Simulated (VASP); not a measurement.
Si, 2 atoms in the cell. Symmetry: Fd-3m, No. 227, cubic system. Conventional cell: a = 5.444 Å, b = 5.444 Å, c = 5.444 Å, α = 90.00°, β = 90.00°, γ = 90.00°. Si (site symmetry -43m) has 4 Si at 2.36 Å within 3.1 Å. 

```yaml
Program: VASP 6.6.1
Task: single point
Functional: PBE
Dispersion: D4
Potentials_or_basis: VASP PAW PBE potentials, release 64 (Si)
Cutoff: 520 eV
k_mesh: 8 × 8 × 8
Occupations: methfessel-paxton, width 0.1 eV
Spin: collinear spin, antiferromagnetic start
Starting_moments: "[0.5, -0.5] μB"
Fixed_moment: 0 μB
Dipole_correction: no
Further_INCAR_settings: ALGO = Normal; EDIFF = 1e-06; NBANDS = 15
```

Potentials or basis: VASP PAW PBE potentials, release 64 (Si).

Run with:

```bash
$ cat potpaw_PBE.64/Si/POTCAR > POTCAR
$ mpirun -np 1 vasp_std > vasp.out
```

Hardware: 1 thread of Intel(R) Xeon(R) Platinum 8259CL CPU @ 2.50GHz (Skylake/Cascade Lake) (shared host).

**Question.** Estimate the wall time of this run.

**Answer.** Wall time 37 s on 1 thread of Intel(R) Xeon(R) Platinum 8259CL CPU @ 2.50GHz (Skylake/Cascade Lake), on a shared host, peak memory 0.18 GiB. Counts: scf iterations 14, k points 29.
